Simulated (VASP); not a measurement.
# Rb2Cu (P6/mmm) in VASP: further runs

Rb2Cu is run at these levels: PBE; tasks: single point, relaxation of cell and atoms.

All numbers are computed with VASP 6.6.1; they aren't measurements. Logs are shortened: lines on timing, memory, paths and dates and some standing lists are left out, and cuts for length are marked.

## 1. The cell of the first run

It takes space group P6/mmm (No. 191, hexagonal). Conventional cell: a = 6.120 Å, b = 6.120 Å, c = 4.173 Å, α = 90.00°, β = 90.00°, γ = 120.00°. Rb (site symmetry -6m2) has 5 Rb at 3.53 to 4.17 Å and 6 Cu at 4.10 Å within 4.6 Å. Within 5.4 Å of Cu (site symmetry 6/mmm) lie 12 Rb at 4.10 Å and 2 Cu at 4.17 Å.

The cell was generated, and may not be a known phase.

## 2. Single point, PBE

The input, INCAR:

```
SYSTEM = Rb2Cu
PREC = Accurate
ENCUT = 520
EDIFF = 1E-6
ISMEAR = 0
SIGMA = 0.1
LREAL = .False.
LASPH = .True.
NELM = 80
ALGO = Fast
ISIF = 2
LWAVE = .False.
LCHARG = .False.
GGA = PE
NBANDS = 22
```

The input, KPOINTS:

```
regular mesh
0
Gamma
  6 6 4
  0 0 0
```

The input, POSCAR:

```
Rb2Cu
1.0
    6.1195636422      0.0000000000      0.0000000000
   -3.0597818211      5.2996975742      0.0000000000
    0.0000000000      0.0000000000      4.1727495529
Rb Cu
2 1
Direct
    0.3333333333      0.6666666667      0.5000000000
    0.6666666667      0.3333333333      0.5000000000
    0.0000000000      0.0000000000      0.0000000000
```

Potentials or basis: VASP PAW PBE potentials, release 64 (Rb_sv, Cu).

Launch:

```
$ cat potpaw_PBE.64/Rb_sv/POTCAR potpaw_PBE.64/Cu/POTCAR > POTCAR
$ mpirun -np 1 vasp_std > vasp.out
```

OUTCAR:

```text
SYSTEM = Rb2Cu
   PREC = Accurate
   ENCUT = 520
   EDIFF = 1E-6
   ISMEAR = 0
   LREAL = .False.
   LASPH = .True.
   NELM = 80
   ISIF = 2
   GGA = PE

 ion  position               nearest neighbor table
   1  0.333  0.667  0.500-   2 3.53   2 3.53   2 3.53   3 4.10   3 4.10   3 4.10   3 4.10   3 4.10
                             3 4.10   2 5.47   2 5.47   2 5.47   2 5.47   2 5.47   2 5.47
   2  0.667  0.333  0.500-   1 3.53   1 3.53   1 3.53   3 4.10   3 4.10   3 4.10   3 4.10   3 4.10
                             3 4.10   1 5.47   1 5.47   1 5.47   1 5.47   1 5.47   1 5.47
   3  0.000  0.000  0.000-   1 4.10   2 4.10   1 4.10   2 4.10   1 4.10   1 4.10   2 4.10   2 4.10
                             2 4.10   2 4.10   1 4.10   1 4.10

  LATTYP: Found a hexagonal cell.
 ALAT       =     6.1195636422
 C/A-ratio  =     0.6818704399

  Lattice vectors:

 A1 = (   6.1195636422,   0.0000000000,   0.0000000000)
 A2 = (  -3.0597818211,   5.2996975742,   0.0000000000)
 A3 = (   0.0000000000,   0.0000000000,   4.1727495529)

Analysis of symmetry for initial positions (statically):
=====================================================================
 Subroutine PRICEL returns:
 Original cell was already a primitive cell.

 Routine SETGRP: Setting up the symmetry group for a
 hexagonal supercell.

 Subroutine GETGRP returns: Found 24 space group operations
 (whereof 24 operations were pure point group operations)
 out of a pool of 24 trial point group operations.

The static configuration has the point symmetry D_6h.

Analysis of symmetry for dynamics (positions and initial velocities):
=====================================================================
 Subroutine PRICEL returns:
 Original cell was already a primitive cell.

 Routine SETGRP: Setting up the symmetry group for a
 hexagonal supercell.

 Subroutine GETGRP returns: Found 24 space group operations
 (whereof 24 operations were pure point group operations)
 out of a pool of 24 trial point group operations.

The dynamic configuration has the point symmetry D_6h.

 Subroutine INISYM returns: Found 24 space group operations
 (whereof 24 operations are pure point group operations),
 and found     1 'primitive' translations

----------------------------------------------------------------------------------------

                                     Primitive cell

  volume of cell :     135.3299

  direct lattice vectors                    reciprocal lattice vectors
     6.119563642  0.000000000  0.000000000     0.163410344  0.094345006  0.000000000
    -3.059781821  5.299697574  0.000000000     0.000000000  0.188690012  0.000000000
     0.000000000  0.000000000  4.172749553     0.000000000  0.000000000  0.239650137

  length of vectors
     6.119563642  6.119563642  4.172749553     0.188690012  0.188690012  0.239650137

  position of ions in fractional coordinates (direct lattice)
     0.333333333  0.666666667  0.500000000
     0.666666667  0.333333333  0.500000000
     0.000000000  0.000000000  0.000000000

  ion indices of the primitive-cell ions
   primitive index   ion index
                 1           1
                 2           2
                 3           3

----------------------------------------------------------------------------------------

 KPOINTS: regular mesh

Automatic generation of k-mesh.
 Grid dimensions read from file:
 generate k-points for:    6    6    4

 Generating k-lattice:

  Cartesian coordinates                     Fractional coordinates (reciprocal lattice)
     0.027235057  0.015724168  0.000000000     0.166666667 -0.000000000  0.000000000
     0.000000000  0.031448335  0.000000000     0.000000000  0.166666667  0.000000000
     0.000000000  0.000000000  0.059912534     0.000000000  0.000000000  0.250000000

  Length of vectors
     0.031448335  0.031448335  0.059912534

  Shift w.r.t. Gamma in fractional coordinates (k-lattice)
     0.000000000  0.000000000  0.000000000

 Subroutine IBZKPT returns following result:
 ===========================================

 Found     21 irreducible k-points:

 Following reciprocal coordinates:
            Coordinates               Weight
  0.000000  0.000000  0.000000      1.000000
  0.166667  0.000000  0.000000      6.000000
  0.333333  0.000000  0.000000      6.000000
  0.500000  0.000000  0.000000      3.000000
  0.166667  0.166667  0.000000      6.000000
  0.333333  0.166667  0.000000     12.000000
[... 13 lines left out ...]
  0.333333  0.166667  0.500000     12.000000
  0.333333  0.333333  0.500000      2.000000
   k-points           NKPTS =     21   k-points in BZ     NKDIM =     21   number of bands    NBANDS=     22
   number of dos      NEDOS =    301   number of ions     NIONS =      3
   total plane-waves  NPLWV =  73728
   dimension x,y,z NGX =    48 NGY =   48 NGZ =   32
   dimension x,y,z NGXF=    96 NGYF=   96 NGZF=   64
   ions per type =               2   1
   NGX,Y,Z   is equivalent  to a cutoff of  13.04, 13.04, 12.75 a.u.
   NGXF,Y,Z  is equivalent  to a cutoff of  26.08, 26.08, 25.50 a.u.
 SYSTEM =  Rb2Cu
   PREC   = accura    normal or accurate (medium, high low for compatibility)
   ISTART =      0    job   : 0-new  1-cont  2-samecut
   ICHARG =      2    charge: 1-file 2-atom 10-const
   ISPIN  =      1    spin polarized calculation?
   LNONCOLLINEAR =      F non collinear calculations
   LSORBIT =      F    spin-orbit coupling
   LASPH  =      T    aspherical Exc in radial PAW
   ENCUT  =  520.0 eV  38.22 Ry    6.18 a.u.  11.38 11.38  7.76*2*pi/ulx,y,z
   NELM   =     80;   NELMIN=  2; NELMDL= -5     # of ELM steps
   EDIFF  = 0.1E-05   stopping-criterion for ELM
   LREAL  =      F    real-space projection
   EDIFFG = 0.1E-04   stopping-criterion for IOM
   NSW    =      0    number of steps for IOM
   IBRION =     -1    ionic relax: 0-MD 1-quasi-New 2-CG
   NFREE  =      0    steps in history (QN), initial steepest desc. (CG)
   ISIF   =      2    stress and relaxation
   ISYM   =      2    0-nonsym 1-usesym 2-fastsym
   POTIM  = 0.5000    time-step for ionic-motion
   TEBEG  =    0.0;   TEEND  =   0.0 temperature during run
   PSTRESS=    0.0 pullay stress
   NELECT =      29.0000    total number of electrons
   NUPDOWN=      -1.0000    fix difference up-down
   EMIN   =  10.00;   EMAX   =-10.00  energy-range for DOS
   EFERMI =   0.00;   METHOD = LEGACY
   ISMEAR =     0;   SIGMA  =   0.10  broadening in eV -4-tet -1-fermi 0-gaus
   EFERMI_NEDOS =   21; number of points for ismear=-14 and -15
   IALGO  =     68    algorithm
   IMIX   =      4    mixing-type and parameters
     AMIX     =   0.40;   BMIX     =  1.00
     AMIX_MAG =   1.60;   BMIX_MAG =  1.00
  volume/ion in A,a.u.               =      45.11       304.42
  Fermi-wavevector in a.u.,A,eV,Ry     =   0.979662  1.851293 13.058020  0.959737
  Thomas-Fermi vector in A             =   2.110532
   LORBIT       =      0    0 simple, 1 ext, 2 COOP (PROOUT), +10 PAW based schemes
   GGA     = PE    functional components
   LHFCALC =     F    Hartree Fock is set to
   AEXX    =    0.0000 exact exchange contribution
   IVDW    =     0    specifies the selected vdW correction
   LEPSILON=     F    determine dielectric tensor
   LRPA    =     F    only Hartree local field effects (RPA)
 non-spin polarized calculation
 RMM-DIIS sequential band-by-band and
 Gauss-broadening in eV      SIGMA  =   0.10
  energy-cutoff  :      520.00
  volume of cell :      135.33
 maximum number of plane-waves:      3666
 NGX is ok and might be reduce to    48
   NGX = 23   NGY = 23   NGZ = 15

 number of electron      29.0000011 magnetization

 Free energy of the ion-electron system (eV)
  ---------------------------------------------------
  ext. energy  EPLUGINS =         0.00000000
  ---------------------------------------------------
  free energy    TOTEN  =        -4.03679154 eV

  energy without entropy =       -4.02993787  energy(sigma->0) =       -4.03336470

 E-fermi :   1.3576     XC(G=0):  -7.1645

 val. band max:        1.2271101674   @ k =   0.3333   0.1667   0.2500
 cond. band min:       1.3799375717   @ k =   0.3333   0.0000   0.2500
 fundamental gap:      0.1528274044
 Fermi energy:         1.3575953398

 k-point     1 :       0.0000    0.0000    0.0000
  band No.  band energies     occupation
      1     -27.7200      2.00000
      2     -27.5670      2.00000
      3     -12.1268      2.00000
      4     -12.1268      2.00000
      5     -11.6483      2.00000
      6     -11.4621      2.00000
[... 14 lines left out ...]
     21       4.7388      0.00000
     22       6.6155      0.00000

 k-point     2 :       0.1667    0.0000    0.0000
  band No.  band energies     occupation
      1     -27.7111      2.00000
      2     -27.5762      2.00000
      3     -12.1447      2.00000
      4     -12.0981      2.00000
      5     -11.6375      2.00000
      6     -11.4907      2.00000
[... 14 lines left out ...]
     21       5.2942      0.00000
     22       6.0768      0.00000

 k-point     3 :       0.3333    0.0000    0.0000
  band No.  band energies     occupation
      1     -27.6881      2.00000
      2     -27.5998      2.00000
      3     -12.1778      2.00000
      4     -12.0302      2.00000
      5     -11.6095      2.00000
      6     -11.5687      2.00000
[... 14 lines left out ...]
     21       5.6231      0.00000
     22       5.9630      0.00000

 k-point     4 :       0.5000    0.0000    0.0000
  band No.  band energies     occupation
      1     -27.6696      2.00000
      2     -27.6187      2.00000
      3     -12.1931      2.00000
      4     -11.9870      2.00000
      5     -11.6167      2.00000
      6     -11.5869      2.00000
[... 14 lines left out ...]
     21       5.4434      0.00000
     22       5.8973      0.00000

 k-point     5 :       0.1667    0.1667    0.0000
  band No.  band energies     occupation
      1     -27.6949      2.00000
      2     -27.5929      2.00000
      3     -12.1775      2.00000
      4     -12.0372      2.00000
      5     -11.6177      2.00000
      6     -11.5583      2.00000
[... 14 lines left out ...]
     21       5.6016      0.00000
     22       5.8862      0.00000

 k-point     6 :       0.3333    0.1667    0.0000
  band No.  band energies     occupation
      1     -27.6696      2.00000
      2     -27.6187      2.00000
      3     -12.2105      2.00000
      4     -11.9457      2.00000
      5     -11.6558      2.00000
      6     -11.5869      2.00000
[... 14 lines left out ...]
     21       5.2856      0.00000
     22       5.8236      0.00000

 k-point     7 :       0.3333    0.3333    0.0000
  band No.  band energies     occupation
      1     -27.6442      2.00000
      2     -27.6442      2.00000
      3     -12.2319      2.00000
      4     -11.8012      2.00000
      5     -11.8012      2.00000
      6     -11.5560      2.00000
[... 249 lines left out ...]
      6     -11.7678      2.00000
[... 14 lines left out ...]
     21       5.0857      0.00000
     22       5.6726      0.00000

 k-point    18 :       0.5000    0.0000    0.5000
  band No.  band energies     occupation
      1     -27.6536      2.00000
      2     -27.6033      2.00000
      3     -12.1482      2.00000
      4     -11.9429      2.00000
      5     -11.8825      2.00000
      6     -11.7990      2.00000
[... 14 lines left out ...]
     21       4.9030      0.00000
     22       6.8619      0.00000

 k-point    19 :       0.1667    0.1667    0.5000
  band No.  band energies     occupation
      1     -27.6785      2.00000
      2     -27.5779      2.00000
      3     -12.1328      2.00000
      4     -11.9964      2.00000
      5     -11.9249      2.00000
      6     -11.7564      2.00000
[... 14 lines left out ...]
     21       5.3548      0.00000
     22       5.7237      0.00000

 k-point    20 :       0.3333    0.1667    0.5000
  band No.  band energies     occupation
      1     -27.6536      2.00000
      2     -27.6033      2.00000
      3     -12.1634      2.00000
      4     -11.9054      2.00000
      5     -11.8827      2.00000
      6     -11.7988      2.00000
[... 14 lines left out ...]
     21       5.2076      0.00000
     22       6.1739      0.00000

 k-point    21 :       0.3333    0.3333    0.5000
  band No.  band energies     occupation
      1     -27.6285      2.00000
      2     -27.6285      2.00000
      3     -12.1828      2.00000
      4     -11.8407      2.00000
      5     -11.8407      2.00000
      6     -11.7654      2.00000
[... 14 lines left out ...]
     21       5.4987      0.00000
     22       6.1804      0.00000

------------------------ aborting loop because EDIFF is reached ----------------------------------------

  FORCE on cell =-STRESS in cart. coord.  units (eV):
  Direction    XX          YY          ZZ          XY          YZ          ZX
  --------------------------------------------------------------------------------------
  -------------------------------------------------------------------------------------
  Total        0.1955795      0.1955795      0.0123471      0.0000000     -0.0000000      0.0000000
  in kB        2.3154743      2.3154743      0.1461783      0.0000000     -0.0000000      0.0000000
  external PRESSURE =       1.5923756 kB  Pullay stress =       0.0000000 kB

 VOLUME and BASIS-vectors are now :
 -----------------------------------------------------------------------------
  energy-cutoff  :      520.00
  volume of cell :      135.33
      direct lattice vectors                 reciprocal lattice vectors
     6.119563642  0.000000000  0.000000000     0.163410344  0.094345006  0.000000000
    -3.059781821  5.299697574  0.000000000     0.000000000  0.188690012  0.000000000
     0.000000000  0.000000000  4.172749553     0.000000000  0.000000000  0.239650137

 POSITION                                       TOTAL-FORCE (eV/Angst)
 -----------------------------------------------------------------------------------
     -0.00000      3.53313      2.08637        -0.000000     -0.000000      0.000000
      3.05978      1.76657      2.08637         0.000000      0.000000      0.000000
      0.00000      0.00000      0.00000        -0.000000      0.000000      0.000000
 -----------------------------------------------------------------------------------
    total drift:                               -0.000000      0.000000     -0.000000

  FREE ENERGIE OF THE ION-ELECTRON SYSTEM (eV)
  ---------------------------------------------------
  free  energy   TOTEN  =        -4.0367915408 eV

  energy  without entropy=       -4.0299378674  energy(sigma->0) =       -4.03336470
```

It took 74 s on 1 thread of AMD EPYC 7R13 (Zen 3), shared host; peak memory 0.24 GiB.

What came out:

* Free energy: -4.0368 eV
* Pressure: 0.2 GPa
* Band gap on the k mesh: zero (an odd number of electrons rules out a gap without spin polarisation)

Stress tensor (GPa, compression positive):
```
0.23 0.00 0.00
0.00 0.23 0.00
0.00 0.00 0.01
```

Caveat: the k points lie up to 0.38 Å⁻¹ apart, too coarse for converged energies and pressures of a metal.

[end of part 1 of 2]

The gap in the log of VASP goes by the Fermi energy; the results here count the filled bands.